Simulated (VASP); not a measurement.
# PbO (I-4m2) in VASP: single point with HSE06

Aim: the single point of PbO with HSE06.

All numbers are computed with VASP 6.6.1; they aren't measurements. Logs are shortened: lines on timing, memory, paths and dates and some standing lists are left out, and cuts for length are marked.

## Step 1: The cell of the first run

It takes space group I-4m2 (No. 119, tetragonal). The conventional cell has a = 3.958 Å, b = 3.958 Å, c = 5.618 Å, α = 90.00°, β = 90.00°, γ = 90.00°. Within 3.2 Å of Pb (site symmetry -4m2) lie 4 O at 2.43 Å. O (site symmetry -4m2) has 4 Pb at 2.43 Å within 3.2 Å.

## Step 2: Single point, HSE06 (uniaxial x strain +0.4%)

POSCAR

```
PbO
1.0
    0.0000000000      2.7987768025      2.7987768025
    2.8091322767      0.0000000000      2.7987768025
    2.8091322767      2.7987768025      0.0000000000
Pb O
1 1
Direct
    0.0000000000      0.0000000000      0.0000000000
    0.2500000000      0.2500000000      0.2500000000
```

INCAR.step1

```
PREC = Accurate ; ENCUT = 520
EDIFF = 1E-5 ; ISMEAR = 0
SIGMA = 0.01 ; LREAL = F
LASPH = T ; NELM = 100
ALGO = Normal ; ISIF = 2
LWAVE = T ; LCHARG = F
GGA = PE ; NBANDS = 17
KPAR = 2
```

INCAR.step2

```
PREC = Accurate ; ENCUT = 520
EDIFF = 1E-6 ; ISMEAR = 0
SIGMA = 0.01 ; LREAL = F
LASPH = T ; NELM = 100
ALGO = Normal ; ISIF = 2
LWAVE = F ; LCHARG = F
GGA = PE ; LHFCALC = T
HFSCREEN = 0.2079 ; PRECFOCK = Normal
ISTART = 1 ; NBANDS = 17
KPAR = 2
```

KPOINTS

```
regular mesh
0
Gamma
  6 6 6
```

Potentials or basis: VASP PAW PBE potentials, release 64 (Pb_d, O).

On the command line:

```
> cat potpaw_PBE.64/Pb_d/POTCAR potpaw_PBE.64/O/POTCAR > POTCAR
> cp INCAR.step1 INCAR
> mpirun -np 2 vasp_std > vasp.out
> cp INCAR.step2 INCAR
> mpirun -np 2 vasp_std > vasp.out
```

OUTCAR:

```text
PREC = Accurate
   ENCUT = 520
   EDIFF = 1E-6
   ISMEAR = 0
   LREAL = F
   LASPH = T
   NELM = 100
   ISIF = 2
   GGA = PE
   LHFCALC = T
   HFSCREEN = 0.2079
   PRECFOCK = Normal
   ISTART = 1

 ion  position               nearest neighbor table
   1  0.000  0.000  0.000-   2 2.43   2 2.43   2 2.43   2 2.43
   2  0.250  0.250  0.250-   1 2.43   1 2.43   1 2.43   1 2.43

  LATTYP: Found a body centered tetragonal cell.
 ALAT       =     3.9580681122
 C/A-ratio  =     1.4194461526

  Lattice vectors:

 A1 = (   2.8091322767,   0.0000000000,   2.7987768025)
 A2 = (   2.8091322767,   0.0000000000,  -2.7987768025)
 A3 = (  -2.8091322767,   2.7987768025,   0.0000000000)

Analysis of symmetry for initial positions (statically):
=====================================================================
 Subroutine PRICEL returns:
 Original cell was already a primitive cell.

 Routine SETGRP: Setting up the symmetry group for a
 body centered tetragonal supercell.

 Subroutine GETGRP returns: Found  8 space group operations
 (whereof  8 operations were pure point group operations)
 out of a pool of 16 trial point group operations.

The static configuration has the point symmetry D_2d.

Analysis of symmetry for dynamics (positions and initial velocities):
=====================================================================
 Subroutine PRICEL returns:
 Original cell was already a primitive cell.

 Routine SETGRP: Setting up the symmetry group for a
 body centered tetragonal supercell.

 Subroutine GETGRP returns: Found  8 space group operations
 (whereof  8 operations were pure point group operations)
 out of a pool of 16 trial point group operations.

The dynamic configuration has the point symmetry D_2d.

 Subroutine INISYM returns: Found  8 space group operations
 (whereof  8 operations are pure point group operations),
 and found     1 'primitive' translations

----------------------------------------------------------------------------------------

                                     Primitive cell

  volume of cell :      44.0087

  direct lattice vectors                    reciprocal lattice vectors
     0.000000000  2.798776802  2.798776802    -0.177990906  0.178649473  0.178649473
     2.809132277  0.000000000  2.798776802     0.177990906 -0.178649473  0.178649473
     2.809132277  2.798776802  0.000000000     0.177990906  0.178649473 -0.178649473

  length of vectors
     3.958068112  3.965397299  3.965397299     0.309050208  0.309050208  0.309050208

  position of ions in fractional coordinates (direct lattice)
     0.000000000  0.000000000  0.000000000
     0.250000000  0.250000000  0.250000000

  ion indices of the primitive-cell ions
   primitive index   ion index
                 1           1
                 2           2

----------------------------------------------------------------------------------------

 KPOINTS: regular mesh

Automatic generation of k-mesh.
 Grid dimensions read from file:
 generate k-points for:    6    6    6

 Generating k-lattice:

  Cartesian coordinates                     Fractional coordinates (reciprocal lattice)
    -0.029665151  0.029774912  0.029774912     0.166666667  0.000000000  0.000000000
     0.029665151 -0.029774912  0.029774912     0.000000000  0.166666667  0.000000000
     0.029665151  0.029774912 -0.029774912     0.000000000  0.000000000  0.166666667

  Length of vectors
     0.051508368  0.051508368  0.051508368

  Shift w.r.t. Gamma in fractional coordinates (k-lattice)
     0.000000000  0.000000000  0.000000000

 Subroutine IBZKPT returns following result:
 ===========================================

 Found     30 irreducible k-points:

 Following reciprocal coordinates:
            Coordinates               Weight
  0.000000  0.000000  0.000000      1.000000
  0.166667 -0.000000 -0.000000      8.000000
  0.333333 -0.000000 -0.000000      8.000000
  0.500000  0.000000  0.000000      4.000000
  0.166667  0.166667  0.000000      4.000000
  0.333333  0.166667  0.000000     16.000000
[... 16 lines left out ...]
 -0.333333  0.500000  0.166667      4.000000
  0.333333 -0.333333  0.166667      8.000000
 [... further k-points ...]
   k-points           NKPTS =     30   k-points in BZ     NKDIM =    216   number of bands    NBANDS=     17
   number of dos      NEDOS =    301   number of ions     NIONS =      2
   total plane-waves  NPLWV =  27000
   dimension x,y,z NGX =    30 NGY =   30 NGZ =   30
   dimension x,y,z NGXF=    60 NGYF=   60 NGZF=   60
   ions per type =               1   1
   NGX,Y,Z   is equivalent  to a cutoff of  12.60, 12.58, 12.58 a.u.
   NGXF,Y,Z  is equivalent  to a cutoff of  25.20, 25.15, 25.15 a.u.
 SYSTEM =  unknown system
   PREC   = accura    normal or accurate (medium, high low for compatibility)
   ISTART =      1    job   : 0-new  1-cont  2-samecut
   ICHARG =      0    charge: 1-file 2-atom 10-const
   ISPIN  =      1    spin polarized calculation?
   LNONCOLLINEAR =      F non collinear calculations
   LSORBIT =      F    spin-orbit coupling
   LASPH  =      T    aspherical Exc in radial PAW
   ENCUT  =  520.0 eV  38.22 Ry    6.18 a.u.   7.36  7.37  7.37*2*pi/ulx,y,z
   NELM   =    100;   NELMIN=  2; NELMDL=  0     # of ELM steps
   EDIFF  = 0.1E-05   stopping-criterion for ELM
   LREAL  =      F    real-space projection
   EDIFFG = 0.1E-04   stopping-criterion for IOM
   NSW    =      0    number of steps for IOM
   IBRION =     -1    ionic relax: 0-MD 1-quasi-New 2-CG
   NFREE  =      0    steps in history (QN), initial steepest desc. (CG)
   ISIF   =      2    stress and relaxation
   ISYM   =      3    0-nonsym 1-usesym 2-fastsym
   POTIM  = 0.5000    time-step for ionic-motion
   TEBEG  =    0.0;   TEEND  =   0.0 temperature during run
   PSTRESS=    0.0 pullay stress
   NELECT =      20.0000    total number of electrons
   NUPDOWN=      -1.0000    fix difference up-down
   EMIN   =  10.00;   EMAX   =-10.00  energy-range for DOS
   EFERMI =   0.00;   METHOD = LEGACY
   ISMEAR =     0;   SIGMA  =   0.01  broadening in eV -4-tet -1-fermi 0-gaus
   EFERMI_NEDOS =   21; number of points for ismear=-14 and -15
   IALGO  =     38    algorithm
   IMIX   =      1    mixing-type and parameters
     AMIX     =   0.40;   BMIX     =  1.00
     AMIX_MAG =   1.60;   BMIX_MAG =  1.00
  volume/ion in A,a.u.               =      22.00       148.49
  Fermi-wavevector in a.u.,A,eV,Ry     =   1.258651  2.378505 21.554375  1.584202
  Thomas-Fermi vector in A             =   2.392250
   LORBIT       =      0    0 simple, 1 ext, 2 COOP (PROOUT), +10 PAW based schemes
   GGA     = PE    functional components
   LHFCALC =     T    Hartree Fock is set to
   PRECFOCK=normal    Normal, Fast or Accurate (Low or Medium for compatibility)
   ENCUT4O =  -1.0   cutoff for four orbital integrals eV
   NKREDX  =     1    reduce k-point grid by
   NKREDY  =     1    reduce k-point grid by
   NKREDZ  =     1    reduce k-point grid by
   AEXX    =    0.2500 exact exchange contribution
   HFSCREEN=    0.2079 screening length (either q_TF or 0.3 A-1)
   HFSCREENC=   0.2079 screening length for correlation (either q_TF or 0.3 A-1)
   ENCUTFOCK=  -1.0 apply spherical cutoff to Coloumb kernel
   IVDW    =     0    specifies the selected vdW correction
   LEPSILON=     F    determine dielectric tensor
   LRPA    =     F    only Hartree local field effects (RPA)
 non-spin polarized calculation
 Gauss-broadening in eV      SIGMA  =   0.01
  energy-cutoff  :      520.00
  volume of cell :       44.01
 maximum number of plane-waves:      1243
 NGX is ok and might be reduce to    30
  NGX = 24; NGY = 24; NGZ = 24

 number of electron      20.0000003 magnetization

 Free energy of the ion-electron system (eV)
  ---------------------------------------------------
  ext. energy  EPLUGINS =         0.00000000
  ---------------------------------------------------
  free energy    TOTEN  =       -12.63284010 eV

  energy without entropy =      -12.63284010  energy(sigma->0) =      -12.63284010

 E-fermi :   4.2053     XC(G=0):  -7.7039

 val. band max:        4.1551726835   @ k =  -0.1667   0.5000   0.3333
 cond. band min:       5.2462575241   @ k =   0.5000   0.5000   0.0000
 fundamental gap:      1.0910848406
 Fermi energy:         4.2053441181

 k-point     1 :       0.0000    0.0000    0.0000
  band No.  band energies     occupation
      1     -15.4790      2.00000
      2     -13.7922      2.00000
      3     -13.7893      2.00000
      4     -13.7892      2.00000
      5     -13.6761      2.00000
      6     -13.6758      2.00000
[... 9 lines left out ...]
     16      17.3638      0.00000
     17      17.3638      0.00000

 k-point     2 :       0.1667   -0.0000   -0.0000
  band No.  band energies     occupation
      1     -15.4979      2.00000
      2     -13.7754      2.00000
      3     -13.7735      2.00000
      4     -13.6751      2.00000
      5     -13.6746      2.00000
      6     -13.6400      2.00000
[... 9 lines left out ...]
     16      16.8205      0.00000
     17      16.8295      0.00000

 k-point     3 :       0.3333   -0.0000   -0.0000
  band No.  band energies     occupation
      1     -15.5428      2.00000
      2     -13.7590      2.00000
      3     -13.7574      2.00000
      4     -13.6574      2.00000
      5     -13.6562      2.00000
      6     -13.3001      2.00000
[... 9 lines left out ...]
     16      16.8191      0.00000
     17      18.4187      0.00000

 k-point     4 :       0.5000    0.0000    0.0000
  band No.  band energies     occupation
      1     -15.5678      2.00000
      2     -13.7584      2.00000
      3     -13.7571      2.00000
      4     -13.6407      2.00000
      5     -13.6392      2.00000
      6     -13.1075      2.00000
[... 9 lines left out ...]
     16      17.1937      0.00000
     17      18.0390      0.00000
[... 343 lines left out ...]
      1     -15.5670      2.00000
      2     -13.7356      2.00000
      3     -13.7143      2.00000
      4     -13.6806      2.00000
      5     -13.6490      2.00000
      6     -13.0850      2.00000
[... 9 lines left out ...]
     16      18.1007      0.00000
     17      20.3714      0.00000

 k-point    23 :      -0.3333    0.5000    0.1667
  band No.  band energies     occupation
      1     -15.5873      2.00000
      2     -13.7281      2.00000
      3     -13.7063      2.00000
      4     -13.6543      2.00000
      5     -13.6438      2.00000
      6     -12.9189      2.00000
[... 9 lines left out ...]
     16      18.4830      0.00000
     17      20.3046      0.00000

 k-point    24 :       0.3333   -0.3333    0.1667
  band No.  band energies     occupation
      1     -15.5804      2.00000
      2     -13.7414      2.00000
      3     -13.7058      2.00000
      4     -13.6703      2.00000
      5     -13.6496      2.00000
      6     -12.9478      2.00000
[... 9 lines left out ...]
     16      18.8072      0.00000
     17      20.0544      0.00000

 [... further k-points ...]

------------------------ aborting loop because EDIFF is reached ----------------------------------------

  FORCE on cell =-STRESS in cart. coord.  units (eV):
  Direction    XX          YY          ZZ          XY          YZ          ZX
  --------------------------------------------------------------------------------------
  -------------------------------------------------------------------------------------
  Total        0.0414196      0.0510518      0.0510518      0.0000000      0.0000000      0.0000000
  in kB        1.5079195      1.8585859      1.8585859      0.0000000      0.0000000      0.0000000
  external PRESSURE =       1.7416971 kB  Pullay stress =       0.0000000 kB

 VOLUME and BASIS-vectors are now :
 -----------------------------------------------------------------------------
  energy-cutoff  :      520.00
  volume of cell :       44.01
      direct lattice vectors                 reciprocal lattice vectors
     0.000000000  2.798776802  2.798776802    -0.177990906  0.178649473  0.178649473
     2.809132277  0.000000000  2.798776802     0.177990906 -0.178649473  0.178649473
     2.809132277  2.798776802  0.000000000     0.177990906  0.178649473 -0.178649473

 POSITION                                       TOTAL-FORCE (eV/Angst)
 -----------------------------------------------------------------------------------
      0.00000      0.00000      0.00000        -0.000000      0.000000      0.000000
      1.40457      1.39939      1.39939         0.000000     -0.000000     -0.000000
 -----------------------------------------------------------------------------------
    total drift:                                0.000006      0.000000      0.000001

  FREE ENERGIE OF THE ION-ELECTRON SYSTEM (eV)
  ---------------------------------------------------
  free  energy   TOTEN  =       -12.6328401010 eV

  energy  without entropy=      -12.6328401010  energy(sigma->0) =      -12.63284010
```

Run time: 50 min. Hardware: 2 MPI ranks of Intel Xeon Platinum 8259CL at 2.50GHz (Skylake/Cascade Lake), shared host; peak memory 0.29 GiB.

What came out:

```
Free energy            : -12.6328 eV
Pressure               : 0.2 GPa
Band gap on the k mesh : 1.09 eV (least direct gap 1.24 eV)
```

Caveat: the cell differs from its parent crystal (uniaxial x strain +0.4%); the structure was generated, so it needn't be the stable form of PbO; the PAW data sets were made with another functional, which shifts forces and pressure a little; spin-orbit coupling is left out, which moves the levels of the heavy elements. A k mesh can miss the band edges.
